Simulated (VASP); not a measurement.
# Nb3As4 (P-43m) in VASP: notebook, part 2 of 3

VASP 6.6.1.

## Step 5: Relaxation of cell and atoms, PBE

The input, INCAR:

```
SYSTEM = Nb3As4
  ALGO = Normal
  EDIFF = 1E-7
  EDIFFG = -0.04
  ENCUT = 600
  GGA = PE
  IBRION = 2
  ISIF = 3
  ISMEAR = 0
  LASPH = .TRUE.
  LCHARG = .FALSE.
  LREAL = .FALSE.
  LWAVE = .FALSE.
  NELM = 100
  NSW = 90
  PREC = Accurate
  SIGMA = 0.1
```

The input, KPOINTS:

```
k-points
0
G
  4 4 4
  0 0 0
```

The input, POSCAR:

```
Nb3As4
1.0
    5.3510992200      0.0000000000      0.0000000000
    0.0000000000      5.3510992200      0.0000000000
    0.0000000000      0.0000000000      5.3510992200
Nb As
3 4
Direct
    0.0000000000      0.0000000000      0.5000000000
    0.5000000000      0.0000000000      0.0000000000
    0.0000000000      0.5000000000      0.0000000000
    0.7206873300      0.7206873300      0.7206873300
    0.2793126700      0.2793126700      0.7206873300
    0.2793126700      0.7206873300      0.2793126700
    0.7206873300      0.2793126700      0.2793126700
```

Potentials or basis: VASP PAW PBE potentials, release 64 (Nb_sv, As).

Run with:

```bash
$ cat potpaw_PBE.64/Nb_sv/POTCAR potpaw_PBE.64/As/POTCAR > POTCAR
$ mpirun -np 1 vasp_std > vasp.out
```

OUTCAR:

```text
SYSTEM = Nb3As4
   EDIFF = 1E-7
   EDIFFG = -0.04
   ENCUT = 600
   GGA = PE
   IBRION = 2
   ISIF = 3
   ISMEAR = 0
   LASPH = .TRUE.
   LREAL = .FALSE.
   NELM = 100
   NSW = 90
   PREC = Accurate

 ion  position               nearest neighbor table
   1  0.000  0.000  0.500-   4 2.42   5 2.42   6 2.42   7 2.42
   2  0.500  0.000  0.000-   4 2.42   5 2.42   6 2.42   7 2.42
   3  0.000  0.500  0.000-   4 2.42   5 2.42   6 2.42   7 2.42
   4  0.721  0.721  0.721-   1 2.42   2 2.42   3 2.42
   5  0.279  0.279  0.721-   1 2.42   2 2.42   3 2.42
   6  0.279  0.721  0.279-   1 2.42   2 2.42   3 2.42
   7  0.721  0.279  0.279-   1 2.42   2 2.42   3 2.42

  LATTYP: Found a simple cubic cell.
 ALAT       =     5.3510992200

  Lattice vectors:

 A1 = (   5.3510992200,   0.0000000000,   0.0000000000)
 A2 = (   0.0000000000,   5.3510992200,   0.0000000000)
 A3 = (   0.0000000000,   0.0000000000,   5.3510992200)

Analysis of symmetry for initial positions (statically):
=====================================================================
 Subroutine PRICEL returns:
 Original cell was already a primitive cell.

 Routine SETGRP: Setting up the symmetry group for a
 simple cubic supercell.

 Subroutine GETGRP returns: Found 24 space group operations
 (whereof 24 operations were pure point group operations)
 out of a pool of 48 trial point group operations.

The static configuration has the point symmetry T_d .

Analysis of symmetry for dynamics (positions and initial velocities):
=====================================================================
 Subroutine PRICEL returns:
 Original cell was already a primitive cell.

 Routine SETGRP: Setting up the symmetry group for a
 simple cubic supercell.

 Subroutine GETGRP returns: Found 24 space group operations
 (whereof 24 operations were pure point group operations)
 out of a pool of 48 trial point group operations.

The dynamic configuration has the point symmetry T_d .

 Subroutine INISYM returns: Found 24 space group operations
 (whereof 24 operations are pure point group operations),
 and found     1 'primitive' translations

----------------------------------------------------------------------------------------

                                     Primitive cell

  volume of cell :     153.2248

  direct lattice vectors                    reciprocal lattice vectors
     5.351099220  0.000000000  0.000000000     0.186877492  0.000000000  0.000000000
     0.000000000  5.351099220  0.000000000     0.000000000  0.186877492  0.000000000
     0.000000000  0.000000000  5.351099220     0.000000000  0.000000000  0.186877492

  length of vectors
     5.351099220  5.351099220  5.351099220     0.186877492  0.186877492  0.186877492

  position of ions in fractional coordinates (direct lattice)
     0.000000000  0.000000000  0.500000000
     0.500000000  0.000000000  0.000000000
     0.000000000  0.500000000  0.000000000
     0.720687330  0.720687330  0.720687330
     0.279312670  0.279312670  0.720687330
     0.279312670  0.720687330  0.279312670
     0.720687330  0.279312670  0.279312670

  ion indices of the primitive-cell ions
   primitive index   ion index
                 1           1
                 2           2
                 3           3
                 4           4
                 5           5
                 6           6
                 7           7

----------------------------------------------------------------------------------------

 KPOINTS: k-points

Automatic generation of k-mesh.
 Grid dimensions read from file:
 generate k-points for:    4    4    4

 Generating k-lattice:

  Cartesian coordinates                     Fractional coordinates (reciprocal lattice)
     0.046719373  0.000000000  0.000000000     0.250000000  0.000000000  0.000000000
     0.000000000  0.046719373  0.000000000     0.000000000  0.250000000  0.000000000
     0.000000000  0.000000000  0.046719373     0.000000000  0.000000000  0.250000000

  Length of vectors
     0.046719373  0.046719373  0.046719373

  Shift w.r.t. Gamma in fractional coordinates (k-lattice)
     0.000000000  0.000000000  0.000000000

 Subroutine IBZKPT returns following result:
 ===========================================

 Found     10 irreducible k-points:

 Following reciprocal coordinates:
            Coordinates               Weight
  0.000000  0.000000  0.000000      1.000000
  0.250000  0.000000  0.000000      6.000000
  0.500000  0.000000  0.000000      3.000000
  0.250000  0.250000  0.000000     12.000000
  0.500000  0.250000  0.000000     12.000000
  0.500000  0.500000  0.000000      3.000000
  0.250000  0.250000  0.250000      8.000000
  0.500000  0.250000  0.250000     12.000000
  0.500000  0.500000  0.250000      6.000000
  0.500000  0.500000  0.500000      1.000000
   k-points           NKPTS =     10   k-points in BZ     NKDIM =     10   number of bands    NBANDS=     35
   number of dos      NEDOS =    301   number of ions     NIONS =      7
   total plane-waves  NPLWV = 110592
   dimension x,y,z NGX =    48 NGY =   48 NGZ =   48
   dimension x,y,z NGXF=    96 NGYF=   96 NGZF=   96
   ions per type =               3   4
   NGX,Y,Z   is equivalent  to a cutoff of  14.91, 14.91, 14.91 a.u.
   NGXF,Y,Z  is equivalent  to a cutoff of  29.82, 29.82, 29.82 a.u.
 SYSTEM =  Nb3As4
   PREC   = accura    normal or accurate (medium, high low for compatibility)
   ISTART =      0    job   : 0-new  1-cont  2-samecut
   ICHARG =      2    charge: 1-file 2-atom 10-const
   ISPIN  =      1    spin polarized calculation?
   LNONCOLLINEAR =      F non collinear calculations
   LSORBIT =      F    spin-orbit coupling
   LASPH  =      T    aspherical Exc in radial PAW
   ENCUT  =  600.0 eV  44.10 Ry    6.64 a.u.  10.69 10.69 10.69*2*pi/ulx,y,z
   NELM   =    100;   NELMIN=  2; NELMDL= -5     # of ELM steps
   EDIFF  = 0.1E-06   stopping-criterion for ELM
   LREAL  =      F    real-space projection
   EDIFFG = -.4E-01   stopping-criterion for IOM
   NSW    =     90    number of steps for IOM
   IBRION =      2    ionic relax: 0-MD 1-quasi-New 2-CG
   NFREE  =      1    steps in history (QN), initial steepest desc. (CG)
   ISIF   =      3    stress and relaxation
   ISYM   =      2    0-nonsym 1-usesym 2-fastsym
   POTIM  = 0.5000    time-step for ionic-motion
   TEBEG  =    0.0;   TEEND  =   0.0 temperature during run
   PSTRESS=    0.0 pullay stress
   NELECT =      59.0000    total number of electrons
   NUPDOWN=      -1.0000    fix difference up-down
   EMIN   =  10.00;   EMAX   =-10.00  energy-range for DOS
   EFERMI =   0.00;   METHOD = LEGACY
   ISMEAR =     0;   SIGMA  =   0.10  broadening in eV -4-tet -1-fermi 0-gaus
   EFERMI_NEDOS =   21; number of points for ismear=-14 and -15
   IALGO  =     38    algorithm
   IMIX   =      4    mixing-type and parameters
     AMIX     =   0.40;   BMIX     =  1.00
     AMIX_MAG =   1.60;   BMIX_MAG =  1.00
  volume/ion in A,a.u.               =      21.89       147.72
  Fermi-wavevector in a.u.,A,eV,Ry     =   1.191011  2.250685 19.299967  1.418508
  Thomas-Fermi vector in A             =   2.327083
   LORBIT       =      0    0 simple, 1 ext, 2 COOP (PROOUT), +10 PAW based schemes
   GGA     = PE    functional components
   LHFCALC =     F    Hartree Fock is set to
   AEXX    =    0.0000 exact exchange contribution
   IVDW    =     0    specifies the selected vdW correction
   LEPSILON=     F    determine dielectric tensor
   LRPA    =     F    only Hartree local field effects (RPA)
 conjugate gradient relaxation of ions
 non-spin polarized calculation
 Gauss-broadening in eV      SIGMA  =   0.10
  energy-cutoff  :      600.00
  volume of cell :      153.22
 maximum number of plane-waves:      5137
 NGX is ok and might be reduce to    48
   NGX = 21   NGY = 21   NGZ = 21

--------------------------------------- Ionic step        1  -------------------------------------------

 number of electron      59.0000004 magnetization

 Free energy of the ion-electron system (eV)
  ---------------------------------------------------
  ext. energy  EPLUGINS =         0.00000000
  ---------------------------------------------------
  free energy    TOTEN  =       -47.20028172 eV

  energy without entropy =      -47.17413882  energy(sigma->0) =      -47.18721027

 E-fermi :   6.4490     XC(G=0): -10.4068

 val. band max:        6.4313917538   @ k =   0.5000   0.2500   0.0000
 cond. band min:       6.4660608963   @ k =   0.5000   0.2500   0.2500
 fundamental gap:      0.0346691425
 Fermi energy:         6.4489981615

 k-point     1 :       0.0000    0.0000    0.0000
  band No.  band energies     occupation
      1     -48.6974      2.00000
      2     -48.6854      2.00000
      3     -48.6854      2.00000
      4     -24.9083      2.00000
      5     -24.9083      2.00000
      6     -24.9083      2.00000
[... 489 lines left out ...]
  energy  without entropy=      -47.7529407896  energy(sigma->0) =      -47.76585107

--------------------------------------- Ionic step        4  -------------------------------------------

 number of electron      58.9999998 magnetization

 Free energy of the ion-electron system (eV)
  ---------------------------------------------------
  ext. energy  EPLUGINS =         0.00000000
  ---------------------------------------------------
  free energy    TOTEN  =       -47.77934788 eV

  energy without entropy =      -47.75354664  energy(sigma->0) =      -47.76644726

 E-fermi :   5.5311     XC(G=0):  -9.9907

 val. band max:        5.5303637548   @ k =   0.0000   0.0000   0.0000
 cond. band min:       5.5724982133   @ k =   0.5000   0.2500   0.2500
 fundamental gap:      0.0421344585
 Fermi energy:         5.5310830617

 k-point     1 :       0.0000    0.0000    0.0000
  band No.  band energies     occupation
      1     -49.8304      2.00000
      2     -49.8236      2.00000
      3     -49.8236      2.00000
      4     -25.9609      2.00000
      5     -25.9609      2.00000
      6     -25.9609      2.00000
[... 403 lines left out ...]
  FREE ENERGIE OF THE ION-ELECTRON SYSTEM (eV)
  ---------------------------------------------------
  free  energy   TOTEN  =       -47.7793478794 eV

  energy  without entropy=      -47.7535466362  energy(sigma->0) =      -47.76644726

 reached required accuracy - stopping structural energy minimisation
```

It took 3.7 min on 1 thread of Intel Xeon 6975P-C (Granite Rapids), shared host; peak memory 0.36 GiB.

Results:

* Free energy: -47.7793 eV
* Relaxed volume: 24.06 Å³/atom
* Relaxed cell: a = 5.523 Å, b = 5.523 Å, c = 5.523 Å, α = 90.00°, β = 90.00°, γ = 90.00°
* Space group after relaxing (to 0.1 Å): P-43m (No. 215)
* Energy gained by relaxing: 82.7 meV/atom
* Ionic steps: 4
* Pressure after relaxing: 0.0 GPa
* Largest force after relaxing: 0.006 eV/Å
* Band gap on the k mesh: zero (an odd number of electrons rules out a gap without spin polarisation)

Forces in eV/Å, atoms in the order of the input:
```
Nb   0.000  0.000  0.000
Nb   0.000  0.000  0.000
Nb   0.000  0.000  0.000
As   0.004  0.004  0.004
As  -0.004 -0.004  0.004
As  -0.004  0.004 -0.004
As   0.004 -0.004 -0.004
```

Step by step:
| step | energy change (eV) | largest force (eV/Å) | pressure (GPa) | volume (Å³) |
| --- | --- | --- | --- | --- |
| 1 | 0.0000 | 1.2927 | 11.71 | 153.22 |
| 2 | 0.2951 | 1.2479 | -9.54 | 191.53 |
| 3 | -0.5785 | 0.0381 | -0.31 | 168.91 |
| 4 | -0.5791 | 0.0061 | -0.04 | 168.45 |

Final structure:
```xyz
7
Lattice="5.5227 0.0000 0.0000 0.0000 5.5227 0.0000 0.0000 0.0000 5.5227" Properties=species:S:1:pos:R:3 pbc="T T T"
Nb    0.0000    0.0000    2.7614
Nb    2.7614    0.0000    0.0000
Nb    0.0000    2.7614    0.0000
As    3.9632    3.9632    3.9632
As    1.5595    1.5595    3.9632
As    1.5595    3.9632    1.5595
As    3.9632    1.5595    1.5595
```

Levels at points of the mesh, in eV from the Fermi level:
```
           k point  band 25  band 26  band 27  band 28  band 29  band 30  band 31  band 32  band 33  band 34
(0.00, 0.00, 0.00)    -1.85    -1.17    -1.17    -1.17     0.00     0.41     0.41     0.54     0.54     0.54
(0.50, 0.00, 0.00)    -1.61    -1.61    -1.34    -1.34    -0.61    -0.15    -0.11    -0.11     0.67     0.70
(0.50, 0.50, 0.00)    -2.01    -1.78    -1.24    -1.24    -0.12     0.30     0.30     0.52     1.01     1.01
(0.50, 0.50, 0.50)    -2.35    -1.63    -1.63    -1.63     0.34     0.83     0.83     0.83     1.22     1.22
```

(Part 2 of 3 ends here.)
